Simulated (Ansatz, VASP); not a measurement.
## One calculation of MgO, two programs

INCAR

```
SYSTEM = MgO
PREC = Accurate
ENCUT = 600
EDIFF = 1E-6
ISMEAR = -1
SIGMA = 0.05
LREAL = .FALSE.
LASPH = .TRUE.
NELM = 60
ALGO = Normal
ISIF = 3
LWAVE = .FALSE.
LCHARG = .FALSE.
GGA = PE
IBRION = 2
NSW = 100
EDIFFG = -0.005
```

File KPOINTS:

```
Automatic mesh
0
G
  16 16 16
  0 0 0
```

The input POSCAR:

```
MgO
1.0
    0.0000000000      2.2322827293      2.2322827293
    2.2322827293      0.0000000000      2.2322827293
    2.2322827293      2.2322827293      0.0000000000
Mg O
1 1
Direct
    0.0000000000      0.0000000000      0.0000000000
    0.5000000000      0.5000000000      0.5000000000
```

Input for Ansatz:

```yaml
crystal:
  lattice:
    - [0.0, 2.2322827293, 2.2322827293]
    - [2.2322827293, 0.0, 2.2322827293]
    - [2.2322827293, 2.2322827293, 0.0]
  atoms:
    - { symbol: Mg, position: [0.0, 0.0, 0.0] }
    - { symbol: O, position: [0.5, 0.5, 0.5] }
kpoints:
  mp_grid: { grid: [16, 16, 16] }
scf:
  occupations: { method: fermi_dirac, width: 0.05 }
hamiltonian:
  xc: pbe
  pseudopotentials: { kind: paw }
output:
  forces: true
  stress: true
relax:
  f_tol: 0.005
  max_steps: 80
  cell: {}
```

Alike in both runs: task relaxation of cell and atoms; functional PBE; k mesh 16 × 16 × 16; occupations fermi-dirac, width 0.05 eV; no spin polarisation.

|  | VASP | Ansatz |
| --- | --- | --- |
| version | VASP 6.6.1 | Ansatz 0.2.0 |
| potentials or method | VASP PAW PBE potentials, release 64 (Mg, O) | PAW with Ansatz's default frozen-core files, scalar-relativistic |
| plane-wave cutoff (eV) | 600 | 420 |
| valence electrons in the cell | 8 | 16 |

Ansatz gave:

- relaxed volume (Å³/atom): 9.62
- relaxed cell length with the largest relative difference (Å): 3.008

Task: Estimate VASP's values.

Result: Relaxed volume (Å³/atom): 9.55; relaxed cell length with the largest relative difference (Å): 3.001.

VASP's potentials hold 8 valence electrons a cell and Ansatz's 16, so a difference there can come from the potentials and not from the codes.
